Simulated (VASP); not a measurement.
La2O3:

```
CELL_PARAMETERS angstrom
3.93078 0.00000 0.00000
-1.96539 3.40415 0.00000
0.00000 0.00000 6.11195
ATOMIC_POSITIONS crystal
La 0.66667 0.33333 0.75376
La 0.33333 0.66667 0.24624
O 0.66667 0.33333 0.35411
O 0.33333 0.66667 0.64589
O 0.00000 0.00000 0.00000
```

Base run:

* Program: VASP 6.6.1
* Functional: r2SCAN
* Potentials or basis: VASP PAW PBE potentials, release 64 (La, O)
* Cutoff: 520 eV
* k mesh: 6 × 6 × 4
* Occupations: fermi-dirac, width 0.1 eV
* Spin: no spin polarisation

Its results: band gap on the k mesh 4.24 eV, indirect (least direct gap 4.36 eV); pressure 0.2 GPa; largest force 0.020 eV/Å.

**Question.** The run is repeated on the same cell with these changes: functional from r2SCAN to LDA; potentials or basis from VASP PAW PBE potentials, release 64 (La, O) to VASP PAW LDA potentials, release 64 (La, O). What comes out?

**Answer.** Band gap on the k mesh 3.72 eV, indirect (least direct gap 3.81 eV); pressure -6.4 GPa; largest force 0.159 eV/Å.

Caveats: spin-orbit coupling is left out, which moves the levels of the heavy elements; the PAW data sets were made with another functional, which shifts forces and pressure a little (some runs).

A k mesh can miss the band edges.
